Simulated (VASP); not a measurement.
## Ge: relaxation of cell and atoms with PBEsol

Crystal: Ge.

```
CELL_PARAMETERS angstrom
4.75309 0.00000 0.00000
-2.37655 4.11630 0.00000
0.00000 0.00000 2.81240
ATOMIC_POSITIONS crystal
Ge 0.00000 0.00000 0.00000
Ge 0.33333 0.66667 0.50000
Ge 0.66667 0.33333 0.50000
```

- Program: VASP 6.6.1
- Task: relaxation of cell and atoms
- Functional: PBEsol
- Potentials or basis: VASP PAW PBE potentials, release 64 (Ge_d)
- Cutoff: 600 eV
- k mesh: 12 × 12 × 14
- Occupations: gaussian, width 0.1 eV
- Spin: no spin polarisation
- Dipole correction: no
- Further INCAR settings: ALGO = Fast; EDIFF = 1e-06; IBRION = 2; EDIFFG = -0.01; NSW = 80; ISIF = 3

- Relaxed volume: 18.32 Å³/atom
- Relaxed cell: a = 4.721 Å, b = 4.721 Å, c = 2.849 Å, α = 90.00°, β = 90.00°, γ = 120.00°
- Space group after relaxing (to 0.05 Å): P6/mmm (No. 191)
- Energy gained by relaxing: 1.5 meV/atom
- Ionic steps: 11
- Pressure after relaxing: 0.0 GPa
- Band gap on the k mesh: zero (band 21 reaches 9.24 eV, above the bottom of band 22 at 3.80 eV)

The path:
| step | energy change (eV) | largest force (eV/Å) | pressure (GPa) | volume (Å³) |
| --- | --- | --- | --- | --- |
| 1 | 0.0000 | 0.0000 | 0.17 | 55.02 |
| 2 | -0.0024 | 0.0000 | -0.21 | 55.18 |
| 3 | -0.0007 | 0.0000 | -0.73 | 55.62 |
| 4 | -0.0037 | 0.0000 | -0.47 | 55.34 |
| 5 | -0.0037 | 0.0000 | -0.45 | 55.37 |
| 6 | -0.0040 | 0.0000 | 0.14 | 54.93 |
| 7 | -0.0043 | 0.0000 | -0.18 | 55.11 |
| 8 | -0.0044 | 0.0000 | 0.13 | 54.94 |
| 9 | -0.0044 | 0.0000 | -0.06 | 54.98 |
| 10 | -0.0044 | 0.0000 | 0.08 | 54.97 |
| 11 | -0.0044 | 0.0000 | 0.03 | 54.97 |

Final structure:
```cif
data_structure
_symmetry_space_group_name_H-M 'P 1'
_symmetry_Int_Tables_number 1
_cell_length_a 4.7205
_cell_length_b 4.7205
_cell_length_c 2.8486
_cell_angle_alpha 90.000
_cell_angle_beta 90.000
_cell_angle_gamma 120.000
_cell_volume 54.97
loop_
_atom_site_label
_atom_site_type_symbol
_atom_site_fract_x
_atom_site_fract_y
_atom_site_fract_z
_atom_site_occupancy
Ge1 Ge 0.00000 0.00000 0.00000 1
Ge2 Ge 0.33333 0.66667 0.50000 1
Ge3 Ge 0.66667 0.33333 0.50000 1
```

Levels at points of the mesh, in eV from the Fermi level:
```csv
k point,band 18,band 19,band 20,band 21,band 22,band 23,band 24,band 25
"(0.00, 0.00, 0.00)",-6.07,-3.34,-3.34,-3.19,-3.19,3.98,7.89,9.39
"(0.50, 0.00, 0.00)",-7.63,-5.60,1.38,1.57,3.10,3.50,5.02,6.10
"(0.00, 0.00, 0.50)",-2.47,-1.47,-1.15,-0.67,-0.67,-0.44,0.93,0.93
"(0.50, 0.00, 0.50)",-6.80,-5.03,-3.02,-2.02,-1.92,0.03,4.36,5.04
```

It took 40 min on 1 thread of Oxide Virtual Turin-like Processor (shared host), peak memory 0.3 GiB.

Caveat: the PAW data sets were made with another functional, which shifts forces and pressure a little.
